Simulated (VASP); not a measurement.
Here is a VASP 6.6.1 calculation.

File INCAR:

```
  PREC = Accurate
  ENCUT = 520
  EDIFF = 1E-6
  ISMEAR = 0
  SIGMA = 0.01
  LREAL = False
  LASPH = True
  NELM = 80
  ALGO = Normal
  ISIF = 2
  LWAVE = False
  LCHARG = True
  LELF = True
  LVHAR = True
  NBANDS = 26
```

File KPOINTS:

```
regular mesh
0
Gamma
  9 9 6
```

Contents of POSCAR:

```
ZnS
1.0
    3.7822379936      0.0000000000      0.0000000000
   -1.8911189968      3.2755141856      0.0000000000
    0.0000000000      0.0000000000      6.2081825480
Zn S
2 2
Direct
    0.3333333333      0.6666666667     -0.0467655882
    0.6666666667      0.3333333333      0.4532344118
    0.3333333333      0.6666666667      0.4217655882
    0.6666666667      0.3333333333      0.9217655882
```

Potentials or basis: VASP PAW LDA potentials, release 64 (Zn, S).

The run is started by

```console
$ cat potpaw_LDA.64/Zn/POTCAR potpaw_LDA.64/S/POTCAR > POTCAR
$ mpirun -np 1 vasp_std > vasp.out
```

Task: Predict the band gap on the k mesh.

Result: 2.43 eV, indirect (the least direct gap lies 3.4 meV higher).

Task: Estimate the largest force.

Result: 0.509 eV/Å.

Task: Predict the pressure.

Result: 2.7 GPa.

Stress tensor (GPa, compression positive):
```
 5.26  0.00  0.00
 0.00  5.26  0.00
 0.00  0.00 -2.52
```

A k mesh can miss the band edges.
